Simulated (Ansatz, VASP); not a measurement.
# Si in VASP and in Ansatz

Contents of POSCAR:

```
Si
1.0
   -2.3713723045      2.3713723045      1.3292653899
    2.3713723045     -2.3713723045      1.3292653899
    2.3713723045      2.3713723045     -1.3292653899
Si
2
Direct
    0.2500000000      0.7500000000      0.5000000000
    0.5169454001      0.5169454001      0.0121735419
```

The input INCAR.step1:

```
SYSTEM = Si
PREC = Accurate
ENCUT = 520
ISMEAR = -1
SIGMA = 0.08
LREAL = .FALSE.
LASPH = .TRUE.
NELM = 60
NBANDS = 11
GGA = PE
ALGO = Normal
EDIFF = 1E-4
LWAVE = .TRUE.
LCHARG = .FALSE.
```

INCAR.step2

```
SYSTEM = Si
PREC = Accurate
ENCUT = 520
EDIFF = 1E-8
ISMEAR = -1
SIGMA = 0.08
LREAL = .FALSE.
LASPH = .TRUE.
NELM = 60
ALGO = Normal
ISIF = 2
LWAVE = .FALSE.
LCHARG = .FALSE.
METAGGA = R2SCAN
LMIXTAU = .TRUE.
LEFG = .TRUE.
NBANDS = 11
ISTART = 1
```

Contents of KPOINTS:

```
regular mesh
0
G
  16 16 16
  0 0 0
```

Input for Ansatz:

```yaml
crystal:
  lattice:
    - [-2.3713723045, 2.3713723045, 1.3292653899]
    - [2.3713723045, -2.3713723045, 1.3292653899]
    - [2.3713723045, 2.3713723045, -1.3292653899]
  atoms:
    - { symbol: Si, position: [0.25, 0.75, 0.5] }
    - { symbol: Si, position: [0.5169454001, 0.5169454001, 0.0121735419] }
kpoints:
  mp_grid: { grid: [16, 16, 16] }
scf:
  occupations: { method: fermi_dirac, width: 0.08 }
hamiltonian:
  xc: r2scan
  pseudopotentials: { kind: all_electron, datasets: crystal }
output:
  forces: true
  stress: true
  eigenvalues: true
  efg: { contact_densities: true }
```

Alike in both runs: task electric field gradients; functional r2SCAN; k mesh 16 × 16 × 16; occupations fermi-dirac, width 0.08 eV; no spin polarisation.

```csv
,VASP,Ansatz
version,VASP 6.6.1,Ansatz 0.2.0
potentials or method,"VASP PAW PBE potentials, release 64 (Si), cutoff 520 eV","all-electron PAW with datasets made for the crystal, scalar-relativistic"
```

Ansatz gave:

| Item | Value |
| --- | --- |
| pressure (GPa) | 2.6 |
| traceless stress, the component that is largest in VASP (GPa) | 0.93 |
| rms of the force components (eV/Å) | 0.137 |
| size of Vzz on the site where it differs most (V/Å²) | 21.2 |

Q: Which values does VASP return?

A: Pressure (GPa): 2.5; traceless stress, the component that is largest in VASP (GPa): 0.88; rms of the force components (eV/Å): 0.136; size of Vzz on the site where it differs most (V/Å²): 21.0.

VASP's potentials were made for PBE, not for r2SCAN. Atom by atom the forces differ by 0.002 eV/Å (rms over components). Ansatz ran all-electron here, and VASP with PAW potentials.
